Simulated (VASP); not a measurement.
# BC5 (F-43m) in VASP: single point with PBE

Aim: the single point of BC5 with PBE.

All numbers are computed with VASP 6.6.1; they aren't measurements. Logs are shortened: lines on timing, memory, paths and dates and some standing lists are left out, and cuts for length are marked.

**1. The cell of the first run**

It takes space group F-43m (No. 216, cubic). Conventional cell: a = 5.869 Å, b = 5.869 Å, c = 5.869 Å, α = 90.00°, β = 90.00°, γ = 90.00°. Within 3.3 Å of B (site symmetry -43m) lie 16 C at 2.51 to 2.54 Å. Within 3.2 Å of C (site symmetry -43m) lie 12 C at 2.40 Å and 4 B at 2.54 Å. C (site symmetry 3m) has 3 C at 1.57 Å within 2.1 Å.

The cell was generated, and may not be a known phase.

**2. Single point, PBE**

The input, INCAR:

```
ALGO = Normal ; EDIFF = 1E-6
ENCUT = 1300 ; GGA = PE
GGA_COMPAT = False ; ISIF = 2
ISMEAR = 0 ; LASPH = True
LCHARG = True ; LELF = True
LREAL = False ; LVHAR = True
LWAVE = False ; NBANDS = 20
NELM = 120 ; PREC = Accurate
SIGMA = 0.1
```

The input, KPOINTS:

```
k-points
0
Gamma
  6 6 6
```

The input, POSCAR:

```
BC5
1.0
    0.0000000000      2.9343934917      2.9343934917
    2.9343934917      0.0000000000      2.9343934917
    2.9343934917      2.9343934917      0.0000000000
B C
1 5
Direct
    0.2500000000      0.2500000000      0.2500000000
    0.5000000000      0.5000000000      0.5000000000
    0.8444613222      0.8444613222      0.8444613222
    0.8444613222      0.8444613222      0.4666160335
    0.8444613222      0.4666160335      0.8444613222
    0.4666160335      0.8444613222      0.8444613222
```

Potentials or basis: VASP PAW PBE potentials, release 64 (B_h, C_h).

Launch:

```bash
cat potpaw_PBE.64/B_h/POTCAR potpaw_PBE.64/C_h/POTCAR > POTCAR
mpirun -np 1 vasp_std > vasp.out
```

OUTCAR:

```text
EDIFF = 1E-6
   ENCUT = 1300
   GGA = PE
   ISIF = 2
   ISMEAR = 0
   LASPH = True
   LREAL = False
   NELM = 120
   PREC = Accurate

 ion  position               nearest neighbor table
   1  0.250  0.250  0.250-
   2  0.500  0.500  0.500-
   3  0.844  0.844  0.844-
   4  0.844  0.844  0.467-
   5  0.844  0.467  0.844-
   6  0.467  0.844  0.844-

  LATTYP: Found a face centered cubic cell.
 ALAT       =     5.8687869834

  Lattice vectors:

 A1 = (   0.0000000000,   2.9343934917,   2.9343934917)
 A2 = (   2.9343934917,   0.0000000000,   2.9343934917)
 A3 = (   2.9343934917,   2.9343934917,   0.0000000000)

Analysis of symmetry for initial positions (statically):
=====================================================================
 Subroutine PRICEL returns:
 Original cell was already a primitive cell.

 Routine SETGRP: Setting up the symmetry group for a
 face centered cubic supercell.

 Subroutine GETGRP returns: Found 24 space group operations
 (whereof 24 operations were pure point group operations)
 out of a pool of 48 trial point group operations.

The static configuration has the point symmetry T_d .

Analysis of symmetry for dynamics (positions and initial velocities):
=====================================================================
 Subroutine PRICEL returns:
 Original cell was already a primitive cell.

 Routine SETGRP: Setting up the symmetry group for a
 face centered cubic supercell.

 Subroutine GETGRP returns: Found 24 space group operations
 (whereof 24 operations were pure point group operations)
 out of a pool of 48 trial point group operations.

The dynamic configuration has the point symmetry T_d .

 Subroutine INISYM returns: Found 24 space group operations
 (whereof 24 operations are pure point group operations),
 and found     1 'primitive' translations

----------------------------------------------------------------------------------------

                                     Primitive cell

  volume of cell :      50.5342
[... 75 lines left out ...]
   ions per type =               1   5
   NGX,Y,Z   is equivalent  to a cutoff of  20.03, 20.03, 20.03 a.u.
   NGXF,Y,Z  is equivalent  to a cutoff of  40.06, 40.06, 40.06 a.u.
 SYSTEM =  unknown system
   PREC   = accura    normal or accurate (medium, high low for compatibility)
   ISTART =      0    job   : 0-new  1-cont  2-samecut
   ICHARG =      2    charge: 1-file 2-atom 10-const
   ISPIN  =      1    spin polarized calculation?
   LNONCOLLINEAR =      F non collinear calculations
   LSORBIT =      F    spin-orbit coupling
   LASPH  =      T    aspherical Exc in radial PAW
   ENCUT  = 1300.0 eV  95.55 Ry    9.77 a.u.  12.20 12.20 12.20*2*pi/ulx,y,z
   NELM   =    120;   NELMIN=  2; NELMDL= -5     # of ELM steps
   EDIFF  = 0.1E-05   stopping-criterion for ELM
   LREAL  =      F    real-space projection
[... 7 lines left out ...]
   TEBEG  =    0.0;   TEEND  =   0.0 temperature during run
   PSTRESS=    0.0 pullay stress
   NELECT =      23.0000    total number of electrons
   NUPDOWN=      -1.0000    fix difference up-down
   EMIN   =  10.00;   EMAX   =-10.00  energy-range for DOS
   EFERMI =   0.00;   METHOD = LEGACY
   ISMEAR =     0;   SIGMA  =   0.10  broadening in eV -4-tet -1-fermi 0-gaus
   EFERMI_NEDOS =   21; number of points for ismear=-14 and -15
   IALGO  =     38    algorithm
   IMIX   =      4    mixing-type and parameters
     AMIX     =   0.40;   BMIX     =  1.00
     AMIX_MAG =   1.60;   BMIX_MAG =  1.00
  volume/ion in A,a.u.               =       8.42        56.84
  Fermi-wavevector in a.u.,A,eV,Ry     =   1.259280  2.379695 21.575942  1.585787
  Thomas-Fermi vector in A             =   2.392848
   LORBIT       =      0    0 simple, 1 ext, 2 COOP (PROOUT), +10 PAW based schemes
   GGA     = PE    functional components
   LHFCALC =     F    Hartree Fock is set to
   AEXX    =    0.0000 exact exchange contribution
   IVDW    =     0    specifies the selected vdW correction
   LEPSILON=     F    determine dielectric tensor
   LRPA    =     F    only Hartree local field effects (RPA)
 non-spin polarized calculation
 Gauss-broadening in eV      SIGMA  =   0.10
  energy-cutoff  :     1300.00
  volume of cell :       50.53
 maximum number of plane-waves:      5410
 NGX is ok and might be reduce to    50
   NGX = 25   NGY = 25   NGZ = 25

 number of electron      23.0000000 magnetization

 Free energy of the ion-electron system (eV)
  ---------------------------------------------------
  ext. energy  EPLUGINS =         0.00000000
  ---------------------------------------------------
  free energy    TOTEN  =       -29.45410885 eV

  energy without entropy =      -29.43198567  energy(sigma->0) =      -29.44304726

 E-fermi :   6.1299     XC(G=0): -11.7297

 val. band max:        6.1191702149   @ k =  -0.3333   0.1667   0.0000
 cond. band min:       6.1322568493   @ k =  -0.3333   0.3333   0.1667
 fundamental gap:      0.0130866344
 Fermi energy:         6.1298682893

 k-point     1 :       0.0000    0.0000    0.0000
  band No.  band energies     occupation
      1     -14.4911      2.00000
      2      -5.0082      2.00000
      3      -2.5483      2.00000
      4      -2.5483      2.00000
      5      -2.5483      2.00000
      6       0.5801      2.00000
[... 357 lines left out ...]
     19      12.1858      0.00000
     20      13.3463      0.00000

------------------------ aborting loop because EDIFF is reached ----------------------------------------

  FORCE on cell =-STRESS in cart. coord.  units (eV):
  Direction    XX          YY          ZZ          XY          YZ          ZX
  --------------------------------------------------------------------------------------
  -------------------------------------------------------------------------------------
  Total        0.0985293      0.0985293      0.0985293     -0.0000000      0.0000000      0.0000000
  in kB        3.1238542      3.1238542      3.1238542     -0.0000000      0.0000000      0.0000000
  external PRESSURE =       3.1238542 kB  Pullay stress =       0.0000000 kB

 VOLUME and BASIS-vectors are now :
 -----------------------------------------------------------------------------
  energy-cutoff  :     1300.00
  volume of cell :       50.53
      direct lattice vectors                 reciprocal lattice vectors
     0.000000000  2.934393492  2.934393492    -0.170392962  0.170392962  0.170392962
     2.934393492  0.000000000  2.934393492     0.170392962 -0.170392962  0.170392962
     2.934393492  2.934393492  0.000000000     0.170392962  0.170392962 -0.170392962

 POSITION                                       TOTAL-FORCE (eV/Angst)
 -----------------------------------------------------------------------------------
      1.46720      1.46720      1.46720        -0.000000     -0.000000     -0.000000
      2.93439      2.93439      2.93439        -0.000000     -0.000000     -0.000000
      4.95596      4.95596      4.95596        -0.014323     -0.014323     -0.014323
      3.84722      3.84722      4.95596         0.014323      0.014323     -0.014323
      3.84722      4.95596      3.84722         0.014323     -0.014323      0.014323
      4.95596      3.84722      3.84722        -0.014323      0.014323      0.014323
 -----------------------------------------------------------------------------------
    total drift:                               -0.000000     -0.000000     -0.000000

  FREE ENERGIE OF THE ION-ELECTRON SYSTEM (eV)
  ---------------------------------------------------
  free  energy   TOTEN  =       -29.4541088540 eV

  energy  without entropy=      -29.4319856720  energy(sigma->0) =      -29.44304726
```

OSZICAR:

```text
N       E                     dE             d eps       ncg     rms          rms(c)
DAV:   1     0.102953879316E+03    0.10295E+03   -0.18845E+04   640   0.215E+03
DAV:   2    -0.221047110270E+02   -0.12506E+03   -0.11931E+03   852   0.265E+02
DAV:   3    -0.318041940416E+02   -0.96995E+01   -0.94937E+01   784   0.681E+01
DAV:   4    -0.320035770996E+02   -0.19938E+00   -0.19852E+00   888   0.967E+00
DAV:   5    -0.320075628178E+02   -0.39857E-02   -0.39840E-02   804   0.132E+00    0.843E+00
DAV:   6    -0.306776604031E+02    0.13299E+01   -0.31965E+01   848   0.186E+01    0.851E+00
DAV:   7    -0.295382766364E+02    0.11394E+01   -0.15350E+01   840   0.120E+01    0.213E+00
DAV:   8    -0.294607743143E+02    0.77502E-01   -0.52747E-01   740   0.391E+00    0.922E-01
DAV:   9    -0.294549609665E+02    0.58133E-02   -0.11208E-01   812   0.156E+00    0.388E-01
DAV:  10    -0.294541028841E+02    0.85808E-03   -0.99500E-03   768   0.586E-01    0.687E-02
DAV:  11    -0.294541141407E+02   -0.11257E-04   -0.27221E-04   764   0.121E-01    0.273E-02
DAV:  12    -0.294541085155E+02    0.56253E-05   -0.52808E-05   896   0.326E-02    0.274E-03
DAV:  13    -0.294541088540E+02   -0.33858E-06   -0.32525E-06   724   0.131E-02
   1 F= -.29454109E+02 E0= -.29443047E+02  d E =-.221232E-01
```

It took 47 s on 1 thread of AMD EPYC 9R45 (Zen 5), shared host; peak memory 0.31 GiB.

Results:

| Quantity | Value |
| --- | --- |
| Free energy | -29.4541 eV |
| Pressure | 0.3 GPa |
| Largest force | 0.025 eV/Å |
| Band gap on the k mesh | zero (an odd number of electrons rules out a gap without spin polarisation) |

Forces on the atoms (eV/Å):
```
B    0.000  0.000  0.000
C    0.000  0.000  0.000
C   -0.014 -0.014 -0.014
C    0.014  0.014 -0.014
C    0.014 -0.014  0.014
C   -0.014  0.014  0.014
```

Caveat: an odd number of electrons without spin polarisation forces a metal; a magnetic or distorted state may lie lower.
